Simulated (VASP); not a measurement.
The system is Mg.

```
CELL_PARAMETERS angstrom
3.20930 0.00000 0.00000
-1.60465 2.77934 0.00000
0.00000 0.00000 5.21030
ATOMIC_POSITIONS crystal
Mg 0.33333 0.66667 0.25000
Mg 0.66667 0.33333 0.75000
```

```yaml
Program: VASP 6.6.1
Task: relaxation of cell and atoms
Functional: LDA
Potentials_or_basis: VASP PAW LDA potentials, release 64 (Mg)
Cutoff: 600 eV
k_mesh: 7 × 7 × 4
Occupations: fermi-dirac, width 0.05 eV
Spin: no spin polarisation
```

At the start: pressure -2.6 GPa; volume 23.24 Å³/atom.

Task: Where does the relaxation end?

Result: Over 8 steps the energy falls by 20.8 meV/atom and the volume is 21.65 Å³/atom (-6.8 %); space group P6_3/mmc (No. 194, to 0.05 Å).

The path:
```tsv
step	energy change (eV)	largest force (eV/Å)	pressure (GPa)	volume (Å³)
1	0.0000	0.0000	-2.62	46.47
2	-0.0350	0.0000	-0.76	43.96
3	-0.0386	0.0000	0.10	43.03
4	-0.0386	0.0000	0.22	42.90
5	-0.0400	0.0000	0.12	43.03
6	-0.0412	0.0000	-0.17	43.43
7	-0.0415	0.0000	-0.05	43.26
8	-0.0416	0.0000	-0.08	43.31
```

Final structure:
```cif
data_structure
_symmetry_space_group_name_H-M 'P 1'
_symmetry_Int_Tables_number 1
_cell_length_a 3.0826
_cell_length_b 3.0826
_cell_length_c 5.2630
_cell_angle_alpha 90.000
_cell_angle_beta 90.000
_cell_angle_gamma 120.000
_cell_volume 43.31
loop_
_atom_site_label
_atom_site_type_symbol
_atom_site_fract_x
_atom_site_fract_y
_atom_site_fract_z
_atom_site_occupancy
Mg1 Mg 0.33333 0.66667 0.25000 1
Mg2 Mg 0.66667 0.33333 0.75000 1
```
